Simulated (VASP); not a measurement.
# HfO2 (Fm-3m) in VASP: single point with PBEsol+D3(BJ)

Aim: the single point of HfO2 with PBEsol+D3(BJ).

Program: VASP 6.6.1. These are calculated values, not measurements. Logs are shortened: lines on timing, memory, paths and dates and some standing lists are left out, and cuts for length are marked.

## 1. The cell of the first run

It takes space group Fm-3m (No. 225, cubic). Conventional cell: a = 5.115 Å, b = 5.115 Å, c = 5.115 Å, α = 90.00°, β = 90.00°, γ = 90.00°. Hf (site symmetry m-3m) has 8 O at 2.21 Å within 2.9 Å. O (site symmetry -43m) has 4 Hf at 2.21 Å and 6 O at 2.56 Å within 2.9 Å.

## 2. Single point, PBEsol+D3(BJ)

Input file INCAR:

```
PREC = Accurate ; ENCUT = 600
EDIFF = 1E-6 ; ISMEAR = 0
SIGMA = 0.01 ; LREAL = F
LASPH = T ; NELM = 120
ALGO = Normal ; ISIF = 2
LWAVE = F ; LCHARG = F
GGA = PS ; IVDW = 12
NBANDS = 18 ; GGA_COMPAT = F
```

Input file KPOINTS:

```
Automatic mesh
0
Gamma
  6 6 6
```

Input file POSCAR:

```
HfO2
1.0
    0.0000000000      2.5575000000      2.5575000000
    2.5575000000      0.0000000000      2.5575000000
    2.5575000000      2.5575000000      0.0000000000
Hf O
1 2
Direct
    0.0000000000      0.0000000000      0.0000000000
    0.2500000000      0.2500000000      0.2500000000
    0.7500000000      0.7500000000      0.7500000000
```

Potentials or basis: VASP PAW PBE potentials, release 64 (Hf_pv, O).

Command:

```
cat potpaw_PBE.64/Hf_pv/POTCAR potpaw_PBE.64/O/POTCAR > POTCAR
mpirun -np 1 vasp_std > vasp.out
```

OUTCAR:

```text
PREC = Accurate
   ENCUT = 600
   EDIFF = 1E-6
   ISMEAR = 0
   LREAL = F
   LASPH = T
   NELM = 120
   ISIF = 2
   GGA = PS
   IVDW = 12
 IVDW          = 12

 ion  position               nearest neighbor table
   1  0.000  0.000  0.000-   3 2.21   3 2.21   3 2.21   2 2.21   3 2.21   2 2.21   2 2.21   2 2.21

   2  0.250  0.250  0.250-   1 2.21   1 2.21   1 2.21   1 2.21
   3  0.750  0.750  0.750-   1 2.21   1 2.21   1 2.21   1 2.21

  LATTYP: Found a face centered cubic cell.
 ALAT       =     5.1150000000

  Lattice vectors:

 A1 = (   0.0000000000,   2.5575000000,   2.5575000000)
 A2 = (   2.5575000000,   0.0000000000,   2.5575000000)
 A3 = (   2.5575000000,   2.5575000000,   0.0000000000)

Analysis of symmetry for initial positions (statically):
=====================================================================
 Subroutine PRICEL returns:
 Original cell was already a primitive cell.

 Routine SETGRP: Setting up the symmetry group for a
 face centered cubic supercell.

 Subroutine GETGRP returns: Found 48 space group operations
 (whereof 48 operations were pure point group operations)
 out of a pool of 48 trial point group operations.

The static configuration has the point symmetry O_h .

Analysis of symmetry for dynamics (positions and initial velocities):
=====================================================================
 Subroutine PRICEL returns:
 Original cell was already a primitive cell.

 Routine SETGRP: Setting up the symmetry group for a
 face centered cubic supercell.

 Subroutine GETGRP returns: Found 48 space group operations
 (whereof 48 operations were pure point group operations)
 out of a pool of 48 trial point group operations.

The dynamic configuration has the point symmetry O_h .

 Subroutine INISYM returns: Found 48 space group operations
 (whereof 48 operations are pure point group operations),
 and found     1 'primitive' translations

----------------------------------------------------------------------------------------

                                     Primitive cell

  volume of cell :      33.4562

[... 75 lines left out ...]
   ISPIN  =      1    spin polarized calculation?
   LNONCOLLINEAR =      F non collinear calculations
   LSORBIT =      F    spin-orbit coupling
   LASPH  =      T    aspherical Exc in radial PAW
   ENCUT  =  600.0 eV  44.10 Ry    6.64 a.u.   7.22  7.22  7.22*2*pi/ulx,y,z
   NELM   =    120;   NELMIN=  2; NELMDL= -5     # of ELM steps
   EDIFF  = 0.1E-05   stopping-criterion for ELM
   LREAL  =      F    real-space projection
   EDIFFG = 0.1E-04   stopping-criterion for IOM
   NSW    =      0    number of steps for IOM
   IBRION =     -1    ionic relax: 0-MD 1-quasi-New 2-CG
   NFREE  =      0    steps in history (QN), initial steepest desc. (CG)
   ISIF   =      2    stress and relaxation
   ISYM   =      2    0-nonsym 1-usesym 2-fastsym
   POTIM  = 0.5000    time-step for ionic-motion
   TEBEG  =    0.0;   TEEND  =   0.0 temperature during run
   PSTRESS=    0.0 pullay stress
   NELECT =      22.0000    total number of electrons
   NUPDOWN=      -1.0000    fix difference up-down
   EMIN   =  10.00;   EMAX   =-10.00  energy-range for DOS
   EFERMI =   0.00;   METHOD = LEGACY
   ISMEAR =     0;   SIGMA  =   0.01  broadening in eV -4-tet -1-fermi 0-gaus
   EFERMI_NEDOS =   21; number of points for ismear=-14 and -15
   IALGO  =     38    algorithm
   IMIX   =      4    mixing-type and parameters
     AMIX     =   0.40;   BMIX     =  1.00
     AMIX_MAG =   1.60;   BMIX_MAG =  1.00
  volume/ion in A,a.u.               =      11.15        75.26
  Fermi-wavevector in a.u.,A,eV,Ry     =   1.423607  2.690227 27.574337  2.026657
  Thomas-Fermi vector in A             =   2.544186
   LORBIT       =      0    0 simple, 1 ext, 2 COOP (PROOUT), +10 PAW based schemes
   GGA     = PS    functional components
   LHFCALC =     F    Hartree Fock is set to
   AEXX    =    0.0000 exact exchange contribution
   IVDW    =    12    specifies the selected vdW correction
   LEPSILON=     F    determine dielectric tensor
   LRPA    =     F    only Hartree local field effects (RPA)
 non-spin polarized calculation
 Gauss-broadening in eV      SIGMA  =   0.01
  energy-cutoff  :      600.00
  volume of cell :       33.46
 maximum number of plane-waves:      1139
 NGX is ok and might be reduce to    30
   NGX = 15   NGY = 15   NGZ = 15

 number of electron      21.9999993 magnetization

 Free energy of the ion-electron system (eV)
  ---------------------------------------------------
  ext. energy  EPLUGINS =         0.00000000
  ---------------------------------------------------
  free energy    TOTEN  =       -31.56316061 eV

  energy without entropy =      -31.56316061  energy(sigma->0) =      -31.56316061

 E-fermi :   4.0014     XC(G=0): -11.9634

 val. band max:        3.9045908954   @ k =   0.5000   0.5000   0.0000
 cond. band min:       7.5086017831   @ k =   0.5000   0.5000   0.0000
 fundamental gap:      3.6040108878
 Fermi energy:         4.0014452878

 k-point     1 :       0.0000    0.0000    0.0000
  band No.  band energies     occupation
      1     -25.8412      2.00000
      2     -25.8412      2.00000
      3     -25.8412      2.00000
      4     -14.6169      2.00000
      5     -11.6521      2.00000
      6      -1.3337      2.00000
[... 313 lines left out ...]
      5     -12.6326      2.00000
      6      -1.8988      2.00000
[... 10 lines left out ...]
     17      16.5922      0.00000
     18      17.1533      0.00000

------------------------ aborting loop because EDIFF is reached ----------------------------------------

 Edisp (eV)   -0.66261

 E8    (eV) :    -0.4461

  FORCE on cell =-STRESS in cart. coord.  units (eV):
  Direction    XX          YY          ZZ          XY          YZ          ZX
  --------------------------------------------------------------------------------------
  -------------------------------------------------------------------------------------
  Total      -3.54187    -3.54187    -3.54187     0.00000     0.00000     0.00000
  in kB    -169.61586  -169.61586  -169.61586     0.00000     0.00000     0.00000
  external pressure =     -169.62 kB  Pullay stress =        0.00 kB

 VOLUME and BASIS-vectors are now :
 -----------------------------------------------------------------------------
  energy-cutoff  :      600.00
  volume of cell :       33.46
      direct lattice vectors                 reciprocal lattice vectors
     0.000000000  2.557500000  2.557500000    -0.195503421  0.195503421  0.195503421
     2.557500000  0.000000000  2.557500000     0.195503421 -0.195503421  0.195503421
     2.557500000  2.557500000  0.000000000     0.195503421  0.195503421 -0.195503421

 POSITION                                       TOTAL-FORCE (eV/Angst)
 -----------------------------------------------------------------------------------
      0.00000      0.00000      0.00000         0.000000      0.000000      0.000000
      1.27875      1.27875      1.27875         0.000000      0.000000      0.000000
      3.83625      3.83625      3.83625        -0.000000     -0.000000     -0.000000
 -----------------------------------------------------------------------------------
    total drift:                                0.000000     -0.000000      0.000000

  FREE ENERGIE OF THE ION-ELECTRON SYSTEM (eV)
  ---------------------------------------------------
  free  energy   TOTEN  =       -32.2257675072 eV

  energy  without entropy=      -32.2257675072  energy(sigma->0) =      -32.22576751
```

stdout:

```text
POSCAR found type information on POSCAR HfO
 POSCAR found :  2 types and       3 ions
 scaLAPACK will be used
 -----------------------------------------------------------------------------
|                                                                             |
|                                                                             |
|     You enforced a specific xc type in the INCAR file but a different       |
|     I HOPE YOU KNOW WHAT YOU ARE DOING!                                     |
|                                                                             |
 -----------------------------------------------------------------------------

 LDA part: xc-table for (Slater+PW92), standard interpolation
 POSCAR, INCAR and KPOINTS ok, starting setup
 FFT: planning ... GRIDC
 FFT: planning ... GRID_SOFT
 FFT: planning ... GRID
 WAVECAR not read
 entering main loop
```

Wall time 29 s (1 thread of Intel Xeon 8259CL, shared host); peak memory 0.18 GiB.

What came out:

```
Free energy                : -32.2258 eV
Pressure                   : -17.0 GPa
Band gap on the k mesh     : 3.60 eV, direct
Dispersion energy per atom : -0.221 eV
```

Caveat: the PAW data sets were made with another functional, which shifts forces and pressure a little; spin-orbit coupling is left out, which moves the levels of the heavy elements. Expect the measured gap to be larger: semilocal functionals such as PBEsol lack the derivative discontinuity.
